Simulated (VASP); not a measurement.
A run of VASP 6.6.1 is set up as follows.

The input INCAR:

```
SYSTEM = TaN
  ALGO = Normal
  EDIFF = 1E-7
  ENCUT = 520
  GGA = PS
  ISIF = 2
  ISMEAR = 0
  LASPH = .TRUE.
  LCHARG = .TRUE.
  LELF = .TRUE.
  LREAL = .FALSE.
  LVHAR = .TRUE.
  LWAVE = .FALSE.
  NBANDS = 24
  NELM = 60
  PREC = Accurate
  SIGMA = 0.15
```

File KPOINTS:

```
k-points
0
G
  18 18 10
  0 0 0
```

File POSCAR:

```
TaN
1.0
    3.0500010905      0.0000000000      0.0000000000
   -1.5250005453      2.6413784260      0.0000000000
    0.0000000000      0.0000000000      4.8659000000
Ta N
2 2
Direct
    0.3333333333      0.6666666667      0.0000000000
    0.6666666667      0.3333333333      0.5000000000
    0.3333333333      0.6666666667      0.3850000000
    0.6666666667      0.3333333333      0.8850000000
```

Potentials or basis: VASP PAW PBE potentials, release 64 (Ta_pv, N).

Launch:

```console
$ cat potpaw_PBE.64/Ta_pv/POTCAR potpaw_PBE.64/N/POTCAR > POTCAR
$ mpirun -np 1 vasp_std > vasp.out
```

Question: Predict the pressure.

Answer: 139.7 GPa.

Question: Predict the band gap on the k mesh.

Answer: Zero (bands 16 and 17 overlap by 2.88 eV).

Question: What does it give for the largest force?

Answer: 1.569 eV/Å.

Stress tensor (GPa, compression positive):
```
146.06   0.00   0.00
  0.00 146.06   0.00
  0.00   0.00 127.08
```

Caveat: the cell differs from its parent crystal (strain -0.0150 x Voigt [0, 0, 1, 0, 0, 0]); the stress differs along the axes, from 127 to 146 GPa; the PAW data sets were made with another functional, which shifts forces and pressure a little; spin-orbit coupling is left out, which moves the levels of the heavy elements.
